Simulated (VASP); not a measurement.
## NaF: single point with PBE

NaF:

```xyz
2
Lattice="0.0000 2.2335 2.2335 2.2335 0.0000 2.2335 2.2335 2.2335 0.0000" Properties=species:S:1:pos:R:3 pbc="T T T"
Na    0.0000    0.0000    0.0000
F     2.2335    2.2335    2.2335
```

```yaml
Program: VASP 6.6.1
Task: single point
Functional: PBE
Potentials_or_basis: VASP PAW PBE potentials, release 64 (Na_pv, F)
Cutoff: 600 eV
k_mesh: 4 × 4 × 4
Occupations: gaussian, width 0.01 eV
Spin: no spin polarisation
```

```yaml
Pressure: 9.6 GPa
Band_gap_on_the_k_mesh: 6.94 eV
```

Levels at points of the mesh, in eV from the valence-band top:
| k point | band 5 | band 6 | band 7 | band 8 | band 9 | band 10 |
| --- | --- | --- | --- | --- | --- | --- |
| (0.00, 0.00, 0.00) | 0.00 | 0.00 | 0.00 | 6.94 | 19.77 | 19.77 |
| (0.50, 0.00, 0.00) | -1.84 | -0.32 | -0.32 | 11.49 | 13.44 | 21.34 |
| (0.50, 0.50, 0.00) | -1.45 | -0.46 | -0.46 | 13.67 | 14.10 | 14.75 |

It took 10 s on 1 thread of Intel Xeon 8259CL, with other jobs on the host, peak memory 0.15 GiB.

Caveat: the k points lie up to 0.61 Å⁻¹ apart.
